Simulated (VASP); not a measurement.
# Y3C2 (Cmmm) in VASP: further runs

Y3C2 is run at these levels: PBE; tasks: single point, relaxation of cell and atoms.

Program: VASP 6.6.1. These are calculated values, not measurements. Logs are shortened: lines on timing, memory, paths and dates and some standing lists are left out, and cuts for length are marked.

### 1 The cell of the first run

Symmetry: Cmmm, No. 65, orthorhombic system. The conventional cell has a = 5.481 Å, b = 11.515 Å, c = 3.299 Å, α = 90.00°, β = 90.00°, γ = 90.00°. Within 3.4 Å of Y (site symmetry mmm) lie 4 C at 2.61 Å and 6 Y at 3.25 to 3.30 Å. Y (site symmetry m2m) has 4 C at 2.51 Å and 4 Y at 3.25 to 3.30 Å within 3.3 Å. Within 1.9 Å of C (site symmetry 2mm) lie 1 C at 1.44 Å.

The cell was built from a structure type or drawn by symmetry, and may not be a known phase.

### 2 Single point, PBE

INCAR reads:

```
SYSTEM = Y3C2
PREC = Accurate ; ENCUT = 520
EDIFF = 1E-7 ; ISMEAR = 0
SIGMA = 0.1 ; LREAL = .False.
LASPH = .True. ; NELM = 100
ALGO = Normal ; ISIF = 2
LWAVE = .False. ; LCHARG = .False.
GGA = PE ; NBANDS = 28
```

KPOINTS reads:

```
regular mesh
0
Gamma
  4 4 6
  0 0 0
```

POSCAR reads:

```
Y3C2
1.0
    2.7406459844     -5.7576960022      0.0000000000
    2.7406459844      5.7576960022      0.0000000000
    0.0000000000      0.0000000000      3.2993891969
Y C
3 2
Direct
    0.0000000000      0.0000000000      0.5000000000
    0.6520539389      0.3479460611      0.5000000000
    0.3479460611      0.6520539389      0.5000000000
    0.6314715324      0.6314715324      0.0000000000
    0.3685284676      0.3685284676      0.0000000000
```

Potentials or basis: VASP PAW PBE potentials, release 64 (Y_sv, C).

Run with:

```sh
$ cat potpaw_PBE.64/Y_sv/POTCAR potpaw_PBE.64/C/POTCAR > POTCAR
$ mpirun -np 1 vasp_std > vasp.out
```

OUTCAR:

```text
SYSTEM = Y3C2
   PREC = Accurate
   ENCUT = 520
   EDIFF = 1E-7
   ISMEAR = 0
   LREAL = .False.
   LASPH = .True.
   NELM = 100
   ISIF = 2
   GGA = PE

 ion  position               nearest neighbor table
   1  0.000  0.000  0.500-   4 2.61   5 2.61   4 2.61   5 2.61   2 3.25   3 3.25   2 3.25   3 3.25
                             2 4.01   3 4.01
   2  0.652  0.348  0.500-   5 2.51   5 2.51   4 2.51   4 2.51   1 3.25   1 3.25   3 3.50   3 3.55
                             3 3.55   1 4.01
   3  0.348  0.652  0.500-   5 2.51   5 2.51   4 2.51   4 2.51   1 3.25   1 3.25   2 3.50   2 3.55
                             2 3.55   1 4.01
   4  0.631  0.631  0.000-   5 1.44   3 2.51   2 2.51   2 2.51   3 2.51   1 2.61   1 2.61
   5  0.369  0.369  0.000-   4 1.44   3 2.51   2 2.51   2 2.51   3 2.51   1 2.61   1 2.61

  LATTYP: Found a base centered orthorhombic cell.
 ALAT       =     5.4812919688
 B/A-ratio  =     2.1008536071
 C/A-ratio  =     0.6019364076

  Lattice vectors:

 A1 = (   2.7406459844,  -5.7576960022,   0.0000000000)
 A2 = (   2.7406459844,   5.7576960022,   0.0000000000)
 A3 = (   0.0000000000,   0.0000000000,   3.2993891969)

Analysis of symmetry for initial positions (statically):
=====================================================================
 Subroutine PRICEL returns:
 Original cell was already a primitive cell.

 Routine SETGRP: Setting up the symmetry group for a
 base centered orthorhombic supercell.

 Subroutine GETGRP returns: Found  8 space group operations
 (whereof  8 operations were pure point group operations)
 out of a pool of  8 trial point group operations.

The static configuration has the point symmetry D_2h.

Analysis of symmetry for dynamics (positions and initial velocities):
=====================================================================
 Subroutine PRICEL returns:
 Original cell was already a primitive cell.

 Routine SETGRP: Setting up the symmetry group for a
 base centered orthorhombic supercell.

 Subroutine GETGRP returns: Found  8 space group operations
 (whereof  8 operations were pure point group operations)
 out of a pool of  8 trial point group operations.

The dynamic configuration has the point symmetry D_2h.

 Subroutine INISYM returns: Found  8 space group operations
 (whereof  8 operations are pure point group operations),
 and found     1 'primitive' translations

----------------------------------------------------------------------------------------
[... 95 lines left out ...]
   LSORBIT =      F    spin-orbit coupling
   LASPH  =      T    aspherical Exc in radial PAW
   ENCUT  =  520.0 eV  38.22 Ry    6.18 a.u.  11.86 11.86  6.13*2*pi/ulx,y,z
   NELM   =    100;   NELMIN=  2; NELMDL= -5     # of ELM steps
   EDIFF  = 0.1E-06   stopping-criterion for ELM
   LREAL  =      F    real-space projection
   EDIFFG = 0.1E-05   stopping-criterion for IOM
   NSW    =      0    number of steps for IOM
   IBRION =     -1    ionic relax: 0-MD 1-quasi-New 2-CG
   NFREE  =      0    steps in history (QN), initial steepest desc. (CG)
   ISIF   =      2    stress and relaxation
   ISYM   =      2    0-nonsym 1-usesym 2-fastsym
   POTIM  = 0.5000    time-step for ionic-motion
   TEBEG  =    0.0;   TEEND  =   0.0 temperature during run
   PSTRESS=    0.0 pullay stress
   NELECT =      41.0000    total number of electrons
   NUPDOWN=      -1.0000    fix difference up-down
   EMIN   =  10.00;   EMAX   =-10.00  energy-range for DOS
   EFERMI =   0.00;   METHOD = LEGACY
   ISMEAR =     0;   SIGMA  =   0.10  broadening in eV -4-tet -1-fermi 0-gaus
   EFERMI_NEDOS =   21; number of points for ismear=-14 and -15
   IALGO  =     38    algorithm
   IMIX   =      4    mixing-type and parameters
     AMIX     =   0.40;   BMIX     =  1.00
     AMIX_MAG =   1.60;   BMIX_MAG =  1.00
  volume/ion in A,a.u.               =      20.83       140.54
  Fermi-wavevector in a.u.,A,eV,Ry     =   1.199907  2.267496 19.589364  1.439778
  Thomas-Fermi vector in A             =   2.335757
   LORBIT       =      0    0 simple, 1 ext, 2 COOP (PROOUT), +10 PAW based schemes
   GGA     = PE    functional components
   LHFCALC =     F    Hartree Fock is set to
   AEXX    =    0.0000 exact exchange contribution
   IVDW    =     0    specifies the selected vdW correction
   LEPSILON=     F    determine dielectric tensor
   LRPA    =     F    only Hartree local field effects (RPA)
 non-spin polarized calculation
 Gauss-broadening in eV      SIGMA  =   0.10
  energy-cutoff  :      520.00
  volume of cell :      104.13
 maximum number of plane-waves:      2824
   NGX = 23   NGY = 23   NGZ = 13

 number of electron      41.0000000 magnetization

 Free energy of the ion-electron system (eV)
  ---------------------------------------------------
  ext. energy  EPLUGINS =         0.00000000
  ---------------------------------------------------
  free energy    TOTEN  =       -38.16309397 eV

  energy without entropy =      -38.13937471  energy(sigma->0) =      -38.15123434

 E-fermi :   3.8329     XC(G=0):  -9.9685

 val. band max:        3.8315325037   @ k =   0.5000   0.0000   0.1667
 cond. band min:       3.8466094192   @ k =   0.2500   0.2500   0.1667
 fundamental gap:      0.0150769155
 Fermi energy:         3.8328747055

 k-point     1 :       0.0000    0.0000    0.0000
  band No.  band energies     occupation
      1     -38.6670      2.00000
      2     -38.6033      2.00000
      3     -38.5040      2.00000
      4     -18.9978      2.00000
      5     -18.9507      2.00000
      6     -18.7498      2.00000
[... 733 lines left out ...]
     27       7.4089      0.00000
     28       7.8496      0.00000

 [... further k-points ...]
[... 5 lines left out ...]
  --------------------------------------------------------------------------------------
  -------------------------------------------------------------------------------------
  Total        0.0207935      0.0534771     -0.0164135      0.0000000      0.0000000      0.0000000
  in kB        0.3199437      0.8228357     -0.2525492      0.0000000      0.0000000      0.0000000
  external PRESSURE =       0.2967434 kB  Pullay stress =       0.0000000 kB

 VOLUME and BASIS-vectors are now :
 -----------------------------------------------------------------------------
  energy-cutoff  :      520.00
  volume of cell :      104.13
      direct lattice vectors                 reciprocal lattice vectors
     2.740645984 -5.757696002  0.000000000     0.182438740 -0.086840292  0.000000000
     2.740645984  5.757696002  0.000000000     0.182438740  0.086840292  0.000000000
     0.000000000  0.000000000  3.299389197     0.000000000  0.000000000  0.303086402

 POSITION                                       TOTAL-FORCE (eV/Angst)
 -----------------------------------------------------------------------------------
      0.00000      0.00000      1.64969         0.000000      0.000000      0.000000
      2.74065     -1.75096      1.64969         0.000000     -0.032745      0.000000
      2.74065      1.75096      1.64969         0.000000      0.032745     -0.000000
      3.46128      0.00000      0.00000         0.093775      0.000000      0.000000
      2.02001      0.00000      0.00000        -0.093775      0.000000      0.000000
 -----------------------------------------------------------------------------------
    total drift:                                0.000000      0.000000      0.000000

  FREE ENERGIE OF THE ION-ELECTRON SYSTEM (eV)
  ---------------------------------------------------
  free  energy   TOTEN  =       -38.1630939703 eV

  energy  without entropy=      -38.1393747060  energy(sigma->0) =      -38.15123434
```

stdout:

```text
POSCAR found type information on POSCAR Y C
 POSCAR found :  2 types and       5 ions
 scaLAPACK will be used
 LDA part: xc-table for (Slater+PW92), standard interpolation
 POSCAR, INCAR and KPOINTS ok, starting setup
 FFT: planning ... GRIDC
 FFT: planning ... GRID_SOFT
 FFT: planning ... GRID
 WAVECAR not read
 entering main loop
```

It took 63 s on 1 thread of Intel Xeon 6975P-C (Granite Rapids), shared host; peak memory 0.28 GiB.

What came out:

```yaml
Free_energy: -38.1631 eV
Pressure: 0.0 GPa
Largest_force: 0.094 eV/Å
Band_gap_on_the_k_mesh: zero (an odd number of electrons rules out a gap without spin polarisation)
```

Forces on the atoms (eV/Å):
```
Y    0.000  0.000  0.000
Y    0.000 -0.033  0.000
Y    0.000  0.033  0.000
C    0.094  0.000  0.000
C   -0.094  0.000  0.000
```

Stress tensor (GPa, compression positive):
```
 0.03  0.00  0.00
 0.00  0.08  0.00
 0.00  0.00 -0.03
```

Levels at points of the mesh, in eV from the Fermi level:
```csv
k point,band 19,band 20,band 21,band 22,band 23,band 24
"(0.00, 0.00, 0.00)",-0.80,-0.58,-0.39,0.42,0.62,1.14
"(0.50, 0.00, 0.00)",-1.16,-0.26,-0.02,0.20,0.25,1.55
"(0.50, 0.50, 0.00)",-1.14,-0.91,-0.11,0.34,0.49,0.91
"(0.00, 0.00, 0.50)",-0.69,-0.47,0.10,1.09,1.27,1.40
"(0.50, 0.00, 0.50)",-2.22,0.20,0.38,1.10,1.33,1.82
"(0.50, 0.50, 0.50)",-0.77,-0.72,-0.17,0.05,1.01,1.54
```

[end of part 1 of 3]
